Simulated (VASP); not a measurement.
# TiCo (Pm-3m) in VASP: a series of runs

The runs below take TiCo through single point, with PBE.

Program: VASP 6.6.1. These are calculated values, not measurements. Logs are shortened: lines on timing, memory, paths and dates and some standing lists are left out, and cuts for length are marked.

## 1. The cell of the first run

Symmetry: Pm-3m, No. 221, cubic system. The conventional cell has a = 2.986 Å, b = 2.986 Å, c = 2.986 Å, α = 90.00°, β = 90.00°, γ = 90.00°. Co (site symmetry m-3m) has 8 Ti at 2.59 Å and 6 Co at 2.99 Å within 3.4 Å. Within 3.4 Å of Ti (site symmetry m-3m) lie 8 Co at 2.59 Å and 6 Ti at 2.99 Å.

## 2. Single point, PBE, collinear spin, zero start

Input file INCAR:

```
ALGO     = Normal         # electronic algorithm
EDIFF    = 1E-6           # SCF threshold, eV
ENCUT    = 520            # plane-wave cutoff, eV
GGA      = PE             # functional
ISIF     = 2              # what is computed and relaxed
ISMEAR   = -1             # smearing method
ISPIN    = 2              # spin polarisation
LASPH    = T              # aspherical terms in the spheres
LCHARG   = F              # write CHGCAR
LMAXMIX  = 4              # l up to which the mixer works
LORBIT   = 11             # projections on sites
LREAL    = F              # projectors in reciprocal space
LWAVE    = F              # write WAVECAR
MAGMOM   = 0 0            # initial moments
NBANDS   = 22             # bands
NELM     = 150            # most SCF steps
NUPDOWN  = 0.0            # fixed moment
PREC     = Accurate       # precision mode
SIGMA    = 0.05           # smearing width, eV
```

Input file KPOINTS:

```
k-points
0
Gamma
  8 8 8
```

Input file POSCAR:

```
TiCo
1.0
    2.9861109900      0.0000000000      0.0000000000
    0.0000000000      2.9861109900      0.0000000000
    0.0000000000      0.0000000000      2.9861109900
Co Ti
1 1
Direct
    0.5000000000      0.5000000000      0.5000000000
    0.0000000000      0.0000000000      0.0000000000
```

Potentials or basis: VASP PAW PBE potentials, release 64 (Co, Ti_sv).

Launch:

```
$ cat potpaw_PBE.64/Co/POTCAR potpaw_PBE.64/Ti_sv/POTCAR > POTCAR
$ mpirun -np 1 vasp_std > vasp.out
```

OUTCAR:

```text
EDIFF = 1E-6
   ENCUT = 520
   GGA = PE
   ISIF = 2
   ISMEAR = -1
   ISPIN = 2
   LASPH = T
   LORBIT = 11
   LREAL = F
   NELM = 150
   NUPDOWN = 0.0
   PREC = Accurate

 ion  position               nearest neighbor table
   1  0.500  0.500  0.500-   2 2.59   2 2.59   2 2.59   2 2.59   2 2.59   2 2.59   2 2.59   2 2.59

   2  0.000  0.000  0.000-   1 2.59   1 2.59   1 2.59   1 2.59   1 2.59   1 2.59   1 2.59   1 2.59

  LATTYP: Found a simple cubic cell.
 ALAT       =     2.9861109900

  Lattice vectors:

 A1 = (   2.9861109900,   0.0000000000,   0.0000000000)
 A2 = (   0.0000000000,   2.9861109900,   0.0000000000)
 A3 = (   0.0000000000,   0.0000000000,   2.9861109900)

Analysis of symmetry for initial positions (statically):
=====================================================================
 Subroutine PRICEL returns:
 Original cell was already a primitive cell.

 Routine SETGRP: Setting up the symmetry group for a
 simple cubic supercell.

 Subroutine GETGRP returns: Found 48 space group operations
 (whereof 48 operations were pure point group operations)
 out of a pool of 48 trial point group operations.

The static configuration has the point symmetry O_h .

Analysis of symmetry for dynamics (positions and initial velocities):
=====================================================================
 Subroutine PRICEL returns:
 Original cell was already a primitive cell.

 Routine SETGRP: Setting up the symmetry group for a
 simple cubic supercell.

 Subroutine GETGRP returns: Found 48 space group operations
 (whereof 48 operations were pure point group operations)
 out of a pool of 48 trial point group operations.

The dynamic configuration has the point symmetry O_h .

Analysis of structural, dynamic, and magnetic symmetry:
=====================================================================
 Subroutine PRICEL returns:
 Original cell was already a primitive cell.

 Routine SETGRP: Setting up the symmetry group for a
 simple cubic supercell.

 Subroutine GETGRP returns: Found 48 space group operations
 (whereof 48 operations were pure point group operations)
 out of a pool of 48 trial point group operations.

The overall configuration has the point symmetry O_h .

 Subroutine INISYM returns: Found 48 space group operations
 (whereof 48 operations are pure point group operations),
 and found     1 'primitive' translations

----------------------------------------------------------------------------------------

                                     Primitive cell

  volume of cell :      26.6267

  direct lattice vectors                    reciprocal lattice vectors
     2.986110990  0.000000000  0.000000000     0.334883735  0.000000000  0.000000000
     0.000000000  2.986110990  0.000000000     0.000000000  0.334883735  0.000000000
     0.000000000  0.000000000  2.986110990     0.000000000  0.000000000  0.334883735

  length of vectors
     2.986110990  2.986110990  2.986110990     0.334883735  0.334883735  0.334883735

  position of ions in fractional coordinates (direct lattice)
     0.500000000  0.500000000  0.500000000
     0.000000000  0.000000000  0.000000000

  ion indices of the primitive-cell ions
   primitive index   ion index
                 1           1
                 2           2

----------------------------------------------------------------------------------------

 KPOINTS: k-points

Automatic generation of k-mesh.
 Grid dimensions read from file:
 generate k-points for:    8    8    8

 Generating k-lattice:

  Cartesian coordinates                     Fractional coordinates (reciprocal lattice)
     0.041860467  0.000000000  0.000000000     0.125000000  0.000000000  0.000000000
     0.000000000  0.041860467  0.000000000     0.000000000  0.125000000  0.000000000
     0.000000000  0.000000000  0.041860467     0.000000000  0.000000000  0.125000000

  Length of vectors
     0.041860467  0.041860467  0.041860467

  Shift w.r.t. Gamma in fractional coordinates (k-lattice)
     0.000000000  0.000000000  0.000000000

 Subroutine IBZKPT returns following result:
 ===========================================

 Found     35 irreducible k-points:

 Following reciprocal coordinates:
            Coordinates               Weight
  0.000000  0.000000  0.000000      1.000000
  0.125000  0.000000  0.000000      6.000000
  0.250000  0.000000  0.000000      6.000000
  0.375000  0.000000  0.000000      6.000000
  0.500000  0.000000  0.000000      3.000000
  0.125000  0.125000  0.000000     12.000000
[... 16 lines left out ...]
  0.375000  0.375000  0.125000     24.000000
  0.500000  0.375000  0.125000     24.000000
 [... further k-points ...]
   k-points           NKPTS =     35   k-points in BZ     NKDIM =     35   number of bands    NBANDS=     22
   number of dos      NEDOS =    301   number of ions     NIONS =      2
   total plane-waves  NPLWV =  13824
   dimension x,y,z NGX =    24 NGY =   24 NGZ =   24
   dimension x,y,z NGXF=    48 NGYF=   48 NGZF=   48
   ions per type =               1   1
   NGX,Y,Z   is equivalent  to a cutoff of  13.36, 13.36, 13.36 a.u.
   NGXF,Y,Z  is equivalent  to a cutoff of  26.72, 26.72, 26.72 a.u.
 SYSTEM =  unknown system
   PREC   = accura    normal or accurate (medium, high low for compatibility)
   ISTART =      0    job   : 0-new  1-cont  2-samecut
   ICHARG =      2    charge: 1-file 2-atom 10-const
   ISPIN  =      2    spin polarized calculation?
   LNONCOLLINEAR =      F non collinear calculations
   LSORBIT =      F    spin-orbit coupling
   LASPH  =      T    aspherical Exc in radial PAW
   ENCUT  =  520.0 eV  38.22 Ry    6.18 a.u.   5.55  5.55  5.55*2*pi/ulx,y,z
   NELM   =    150;   NELMIN=  2; NELMDL= -5     # of ELM steps
   EDIFF  = 0.1E-05   stopping-criterion for ELM
   LREAL  =      F    real-space projection
   EDIFFG = 0.1E-04   stopping-criterion for IOM
   NSW    =      0    number of steps for IOM
   IBRION =     -1    ionic relax: 0-MD 1-quasi-New 2-CG
   NFREE  =      0    steps in history (QN), initial steepest desc. (CG)
   ISIF   =      2    stress and relaxation
   ISYM   =      2    0-nonsym 1-usesym 2-fastsym
   POTIM  = 0.5000    time-step for ionic-motion
   TEBEG  =    0.0;   TEEND  =   0.0 temperature during run
   PSTRESS=    0.0 pullay stress
   NELECT =      21.0000    total number of electrons
   NUPDOWN=       0.0000    fix difference up-down
   EMIN   =  10.00;   EMAX   =-10.00  energy-range for DOS
   EFERMI =   0.00;   METHOD = LEGACY
   ISMEAR =    -1;   SIGMA  =   0.05  broadening in eV -4-tet -1-fermi 0-gaus
   EFERMI_NEDOS =   21; number of points for ismear=-14 and -15
   IALGO  =     38    algorithm
   IMIX   =      4    mixing-type and parameters
     AMIX     =   0.40;   BMIX     =  1.00
     AMIX_MAG =   1.60;   BMIX_MAG =  1.00
  volume/ion in A,a.u.               =      13.31        89.84
  Fermi-wavevector in a.u.,A,eV,Ry     =   1.512546  2.858298 31.127355  2.287796
  Thomas-Fermi vector in A             =   2.622456
   LORBIT       =     11    0 simple, 1 ext, 2 COOP (PROOUT), +10 PAW based schemes
   GGA     = PE    functional components
   LHFCALC =     F    Hartree Fock is set to
   AEXX    =    0.0000 exact exchange contribution
   IVDW    =     0    specifies the selected vdW correction
   LEPSILON=     F    determine dielectric tensor
   LRPA    =     F    only Hartree local field effects (RPA)
 spin polarized calculation
  energy-cutoff  :      520.00
  volume of cell :       26.63
 maximum number of plane-waves:       739
 NGX is ok and might be reduce to    24
   NGX = 11   NGY = 11   NGZ = 11

 number of electron      20.9999983 magnetization       0.0000000

 number of electron      20.9999983 magnetization      -0.0000000

 Free energy of the ion-electron system (eV)
  ---------------------------------------------------
  ext. energy  EPLUGINS =         0.00000000
  ---------------------------------------------------
  free energy    TOTEN  =       -15.65325578 eV

  energy without entropy =      -15.63562684  energy(sigma->0) =      -15.64444131

 E-fermi :   9.8847     XC(G=0): -12.5744

 val. band max:        9.8453478377   @ k =   0.5000   0.5000   0.1250
 cond. band min:       9.8850599152   @ k =   0.5000   0.1250   0.1250
 fundamental gap:      0.0397120775
 Fermi energy:         9.8846697606

 spin component 1

 k-point     1 :       0.0000    0.0000    0.0000
  band No.  band energies     occupation
      1     -47.3299      1.00000
      2     -23.4194      1.00000
      3     -23.4194      1.00000
      4     -23.4194      1.00000
      5       2.2457      1.00000
      6       6.1631      1.00000
[... 14 lines left out ...]
     21      29.3314      0.00000
     22      30.8089      0.00000
[... 552 lines left out ...]
  band No.  band energies     occupation
      1     -47.2697      1.00000
      2     -23.6727      1.00000
      3     -23.6269      1.00000
      4     -23.4143      1.00000
      5       5.9034      1.00000
      6       6.4389      1.00000
[... 14 lines left out ...]
     21      26.0823      0.00000
     22      29.8821      0.00000

 [... further k-points ...]

 spin component 2

 k-point     1 :       0.0000    0.0000    0.0000
  band No.  band energies     occupation
      1     -47.3299      1.00000
      2     -23.4194      1.00000
      3     -23.4194      1.00000
      4     -23.4194      1.00000
      5       2.2457      1.00000
      6       6.1631      1.00000
[... 14 lines left out ...]
     21      29.3308      0.00000
     22      30.8089      0.00000
[... 552 lines left out ...]
  band No.  band energies     occupation
      1     -47.2697      1.00000
      2     -23.6727      1.00000
      3     -23.6269      1.00000
      4     -23.4143      1.00000
      5       5.9034      1.00000
      6       6.4389      1.00000
[... 14 lines left out ...]
     21      26.0823      0.00000
     22      29.8821      0.00000

 [... further k-points ...]
[... 5 lines left out ...]
  --------------------------------------------------------------------------------------
  -------------------------------------------------------------------------------------
  Total       -0.4851366     -0.4851366     -0.4851366      0.0000000      0.0000000     -0.0000000
  in kB      -29.1915248    -29.1915248    -29.1915248      0.0000000      0.0000000     -0.0000000
  external PRESSURE =     -29.1915248 kB  Pullay stress =       0.0000000 kB

 VOLUME and BASIS-vectors are now :
 -----------------------------------------------------------------------------
  energy-cutoff  :      520.00
  volume of cell :       26.63
      direct lattice vectors                 reciprocal lattice vectors
     2.986110990  0.000000000  0.000000000     0.334883735  0.000000000  0.000000000
     0.000000000  2.986110990  0.000000000     0.000000000  0.334883735  0.000000000
     0.000000000  0.000000000  2.986110990     0.000000000  0.000000000  0.334883735

 POSITION                                       TOTAL-FORCE (eV/Angst)
 -----------------------------------------------------------------------------------
      1.49306      1.49306      1.49306         0.000000      0.000000      0.000000
      0.00000      0.00000      0.00000         0.000000      0.000000      0.000000
 -----------------------------------------------------------------------------------
    total drift:                                0.000000      0.000000     -0.000000

  FREE ENERGIE OF THE ION-ELECTRON SYSTEM (eV)
  ---------------------------------------------------
  free  energy   TOTEN  =       -15.6532557828 eV

  energy  without entropy=      -15.6356268366  energy(sigma->0) =      -15.64444131

 total charge

# of ion       s       p       d       tot
------------------------------------------
    1        0.521   0.442   7.345   8.308
    2        2.246   6.180   1.848  10.274
--------------------------------------------------
tot          2.767   6.622   9.193  18.582

 magnetization (x)

# of ion       s       p       d       tot
------------------------------------------
    1        0.000   0.000  -0.000   0.000
    2       -0.000  -0.000   0.000  -0.000
--------------------------------------------------
tot         -0.000  -0.000   0.000  -0.000
```

Run time: 29 s. Hardware: 1 thread of Intel Xeon Platinum 8488C (Sapphire Rapids), shared host; peak memory 0.17 GiB.

Results:

| Property | Result |
| --- | --- |
| Free energy | -15.6533 eV |
| Pressure | -2.9 GPa |
| Net moment | 0.00 μB per cell |
| Valence electrons inside the program's atomic spheres | Co 8.31; Ti 10.27 |

Caveat: the total moment is fixed, so each spin has its own Fermi level.

## 3. Single point, PBE, collinear spin, ferromagnetic start

Input file INCAR:

```
PREC = Accurate ; ENCUT = 520
EDIFF = 1E-6 ; ISMEAR = -1
SIGMA = 0.05 ; LREAL = False
LASPH = True ; NELM = 150
ALGO = Normal ; ISIF = 2
LWAVE = False ; LCHARG = False
ISPIN = 2 ; MAGMOM = 0.533333 0.266667
LORBIT = 11 ; NUPDOWN = 0.8
LMAXMIX = 4 ; GGA = PE
NBANDS = 22
```

Input file KPOINTS:

```
Automatic mesh
0
Gamma
  8 8 8
```

POSCAR is that of step 2.

Potentials or basis: VASP PAW PBE potentials, release 64 (Co, Ti_sv).

Launch:

```
$ cat potpaw_PBE.64/Co/POTCAR potpaw_PBE.64/Ti_sv/POTCAR > POTCAR
$ mpirun -np 1 vasp_std > vasp.out
```

It took 29 s on 1 thread of Intel Xeon Platinum 8488C (Sapphire Rapids), shared host; peak memory 0.17 GiB.

Results (log left out):

- Free energy: -15.6708 eV
- Pressure: -0.5 GPa
- Net moment: 0.80 μB per cell
- Site moments: Co +0.94; Ti -0.08 μB
- Valence electrons inside the program's atomic spheres: Co 8.29; Ti 10.28

Caveat: the total moment is fixed, so each spin has its own Fermi level.

## 4. Single point, PBE, collinear spin, ferromagnetic start

Input file INCAR:

```
SYSTEM = TiCo
ALGO = Normal ; EDIFF = 1E-7
ENCUT = 520 ; GGA = PE
ISIF = 2 ; ISMEAR = -1
ISPIN = 2 ; LASPH = .TRUE.
LCHARG = .FALSE. ; LMAXMIX = 4
LORBIT = 11 ; LREAL = .FALSE.
LWAVE = .FALSE. ; MAGMOM = 1 0.5
NBANDS = 22 ; NELM = 150
NUPDOWN = 1.5 ; PREC = Accurate
SIGMA = 0.05
```

Input file KPOINTS:

```
k-points
0
G
  8 8 8
  0 0 0
```

POSCAR is that of step 3.

Launch:

```
$ cat potpaw_PBE.64/Co/POTCAR potpaw_PBE.64/Ti_sv/POTCAR > POTCAR
$ mpirun -np 1 vasp_std > vasp.out
```

Wall time 31 s (1 thread of Intel Xeon Platinum 8488C (Sapphire Rapids), shared host); peak memory 0.16 GiB.

Results (log left out):

| Property | Result |
| --- | --- |
| Free energy | -15.4987 eV |
| Pressure | 1.3 GPa |
| Net moment | 1.50 μB per cell |
| Site moments | Co +1.18; Ti +0.24 μB |
| Valence electrons inside the program's atomic spheres | Co 8.28; Ti 10.31 |

Caveat: the total moment is fixed, so each spin has its own Fermi level.

## 5. Single point, PBE, collinear spin, ferromagnetic start

Input file INCAR:

```
  ALGO = Normal
  EDIFF = 1E-6
  ENCUT = 520
  GGA = PE
  ISIF = 2
  ISMEAR = -1
  ISPIN = 2
  LASPH = True
  LCHARG = False
  LMAXMIX = 4
  LORBIT = 11
  LREAL = False
  LWAVE = False
  MAGMOM = 1.46667 0.733333
  NBANDS = 22
  NELM = 150
  NUPDOWN = 2.2
  PREC = Accurate
  SIGMA = 0.05
```

Input file KPOINTS:

```
k-points
0
Gamma
  8 8 8
```

POSCAR is that of step 4.

Launch:

```
$ cat potpaw_PBE.64/Co/POTCAR potpaw_PBE.64/Ti_sv/POTCAR > POTCAR
$ mpirun -np 1 vasp_std > vasp.out
```

Run time: 26 s. Hardware: 1 thread of Intel Xeon Platinum 8488C (Sapphire Rapids), shared host; peak memory 0.17 GiB.

It converged, with:

```
Free energy                                           : -15.0694 eV
Pressure                                              : 5.5 GPa
Net moment                                            : 2.20 μB per cell
Site moments                                          : Co +1.50; Ti +0.49 μB
Valence electrons inside the program's atomic spheres : Co 8.27; Ti 10.34
```

Caveat: the total moment is fixed, so each spin has its own Fermi level.

## 6. Single point, PBE, collinear spin, ferromagnetic start

Input file INCAR:

```
SYSTEM = TiCo
  ALGO = Normal
  EDIFF = 1E-6
  ENCUT = 520
  GGA = PE
  ISIF = 2
  ISMEAR = -1
  ISPIN = 2
  LASPH = .TRUE.
  LCHARG = .FALSE.
  LMAXMIX = 4
  LORBIT = 11
  LREAL = .FALSE.
  LWAVE = .FALSE.
  MAGMOM = 2 1
  NBANDS = 22
  NELM = 150
  NUPDOWN = 3.0
  PREC = Accurate
  SIGMA = 0.05
```

Input file KPOINTS:

```
k-points
0
G
  8 8 8
  0 0 0
```

POSCAR is that of step 5.

Potentials or basis: VASP PAW PBE potentials, release 64 (Co, Ti_sv).

Launch:

```
$ cat potpaw_PBE.64/Co/POTCAR potpaw_PBE.64/Ti_sv/POTCAR > POTCAR
$ mpirun -np 1 vasp_std > vasp.out
```

Run time: 24 s. Hardware: 1 thread of Intel Xeon Platinum 8488C (Sapphire Rapids), shared host; peak memory 0.16 GiB.

It converged, with:

* Free energy: -14.4835 eV
* Pressure: 11.5 GPa
* Net moment: 3.00 μB per cell
* Site moments: Co +1.86; Ti +0.80 μB
* Valence electrons inside the program's atomic spheres: Co 8.24; Ti 10.37

Caveat: the total moment is fixed, so each spin has its own Fermi level.

## 7. The runs side by side

| spin | fixed moment (μB) | pressure (GPa) | moment (μB) |
| --- | --- | --- | --- |
| collinear, zero start | 0.0 | -2.9 | 0.00 |
| collinear, ferromagnetic start | 0.8 | -0.5 | 0.80 |
| collinear, ferromagnetic start | 1.5 | 1.3 | 1.50 |
| collinear, ferromagnetic start | 2.2 | 5.5 | 2.20 |
| collinear, ferromagnetic start | 3.0 | 11.5 | 3.00 |

Alike in all rows: task single point; level PBE; potentials or basis VASP PAW PBE potentials, release 64 (Co, Ti_sv); cell as given; k mesh 8 × 8 × 8; cutoff (eV) 520; smearing fermi-dirac 0.05 eV.

Caveats: the total moment is fixed, so each spin has its own Fermi level.

Total energies depend on the potentials used, so only differences within one code and one set of settings carry meaning.
